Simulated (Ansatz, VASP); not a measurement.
# Zr in VASP and in Ansatz

File INCAR:

```
PREC = Accurate
ENCUT = 520
EDIFF = 1E-6
ISMEAR = -1
SIGMA = 0.08
LREAL = F
LASPH = T
NELM = 100
ALGO = Normal
ISIF = 2
LWAVE = F
LCHARG = F
GGA = PS
NBANDS = 12
```

File KPOINTS:

```
Automatic mesh
0
Gamma
  14 14 14
```

File POSCAR:

```
Zr
1.0
   -1.7738000000      1.7738000000      1.8100000000
    1.7738000000     -1.7738000000      1.8100000000
    1.7738000000      1.7738000000     -1.8100000000
Zr
1
Direct
    0.0000000000      0.0000000000      0.0000000000
```

Input for Ansatz:

```yaml
crystal:
  lattice:
    - [-1.7738, 1.7738, 1.81]
    - [1.7738, -1.7738, 1.81]
    - [1.7738, 1.7738, -1.81]
  atoms:
    - { symbol: Zr, position: [0.0, 0.0, 0.0] }
kpoints:
  mp_grid: { grid: [14, 14, 14] }
  band_path:
    path:
      - [0.0, 0.0, 0.0]
      - [0.0, 0.0, 0.5]
      - [0.25, 0.25, 0.25]
      - [0.0, 0.5, 0.0]
      - [0.0, 0.0, 0.0]
      - [0.5, 0.5, -0.5]
      - [0.4901, 0.5099, -0.4901]
      - [-0.4901, 0.4901, 0.4901]
      - [0.0, 0.0, 0.0]
    npoints: 5
scf:
  occupations: { method: fermi_dirac, width: 0.08 }
hamiltonian:
  xc: pbesol
  pseudopotentials: { kind: all_electron, lapw: { basis_error: 0.0005 } }
output:
  forces: true
  stress: true
  eigenvalues: true
```

Change from the starting cell: equal xx and yy strain of -2 %.

Alike in both runs: task single point; functional PBEsol; k mesh 14 × 14 × 14; occupations fermi-dirac, width 0.08 eV; no spin polarisation.

|  | VASP | Ansatz |
| --- | --- | --- |
| version | VASP 6.6.1 | Ansatz 0.2.0 |
| potentials or method | VASP PAW PBE potentials, release 64 (Zr_sv), cutoff 520 eV | all-electron LAPW, scalar-relativistic |

```csv
,VASP,Ansatz,Ansatz less VASP
pressure (GPa),-3.6,-3.6,-0.05
"traceless stress, the component that is largest in VASP (GPa)",0.13,0.13,0.000
```

VASP's potentials were made for PBE, not for PBEsol. Ansatz ran all-electron here, and VASP with PAW potentials.
